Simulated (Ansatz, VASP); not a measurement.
# Two plane-wave programs on MgS5

The input INCAR:

```
SYSTEM = MgS5
PREC     = Accurate       ! precision mode
ENCUT    = 520            ! plane-wave cutoff, eV
EDIFF    = 1E-7           ! SCF threshold, eV
ISMEAR   = 0              ! smearing method
SIGMA    = 0.1            ! smearing width, eV
LREAL    = .FALSE.        ! projectors in reciprocal space
LASPH    = .TRUE.         ! aspherical terms in the spheres
NELM     = 100            ! most SCF steps
ALGO     = Normal         ! electronic algorithm
ISIF     = 2              ! what is computed and relaxed
LWAVE    = .FALSE.        ! write WAVECAR
LCHARG   = .FALSE.        ! write CHGCAR
GGA      = PE             ! functional
NBANDS   = 25             ! bands
```

The input KPOINTS:

```
regular mesh
0
G
  3 3 4
  0 0 0
```

Contents of POSCAR:

```
MgS5
1.0
    5.9206488400      0.0000000000      0.0000000000
   -2.9603244200      5.1274323000      0.0000000000
    0.0000000000      0.0000000000      5.5032264100
Mg S
1 5
Direct
    0.0000000000      0.0000000000      0.0000000000
    0.0000000000      0.6807405900      0.5000000000
    0.6807405900      0.0000000000      0.5000000000
    0.3192594100      0.3192594100      0.5000000000
    0.6666666700      0.3333333300      0.0000000000
    0.3333333300      0.6666666700      0.0000000000
```

Input for Ansatz:

```yaml
crystal:
  lattice:
    - [5.92064884, 0.0, 0.0]
    - [-2.96032442, 5.1274323, 0.0]
    - [0.0, 0.0, 5.50322641]
  atoms:
    - { symbol: Mg, position: [0.0, 0.0, 0.0] }
    - { symbol: S, position: [0.0, 0.68074059, 0.5] }
    - { symbol: S, position: [0.68074059, 0.0, 0.5] }
    - { symbol: S, position: [0.31925941, 0.31925941, 0.5] }
    - { symbol: S, position: [0.66666667, 0.33333333, 0.0] }
    - { symbol: S, position: [0.33333333, 0.66666667, 0.0] }
basis:
  ecutwfc: 420
kpoints:
  mp_grid: { grid: [3, 3, 4] }
hamiltonian:
  xc: pbe
scf:
  occupations: { method: gaussian, width: 0.1 }
  lower_state_search: "off"
output:
  forces: true
  stress: true
  eigenvalues: true
```

Change from the starting cell: species swapped into the Mg5Zn type (P-62m, No. 189).

Alike in both runs: task single point; functional PBE; k mesh 3 × 3 × 4; occupations gaussian, width 0.1 eV; no spin polarisation.

|  | VASP | Ansatz |
| --- | --- | --- |
| version | VASP 6.6.1 | Ansatz 0.2.0 |
| potentials or method | VASP PAW PBE potentials, release 64 (Mg, S), cutoff 520 eV | scalar-relativistic, plane waves, PAW |
| valence electrons in the cell | 32 | 40 |

```csv
,VASP,Ansatz,Ansatz less VASP
gap on the k mesh at the Fermi level (eV),none,none,-
pressure (GPa),-11.9,-11.8,+0.05
"traceless stress, the component that is largest in VASP (GPa)",-0.52,-0.52,+0.002
rms of the force components (eV/Å),0.297,0.296,-0.0008
```

Atom by atom the forces differ by 0.001 eV/Å (rms over components). A gap of «none» marks a metal or a gap that the smearing closes. VASP's potentials hold 32 valence electrons a cell and Ansatz's 40, so a difference there can come from the potentials and not from the codes.

The k mesh is coarse, so the values compare programs but aren't converged.
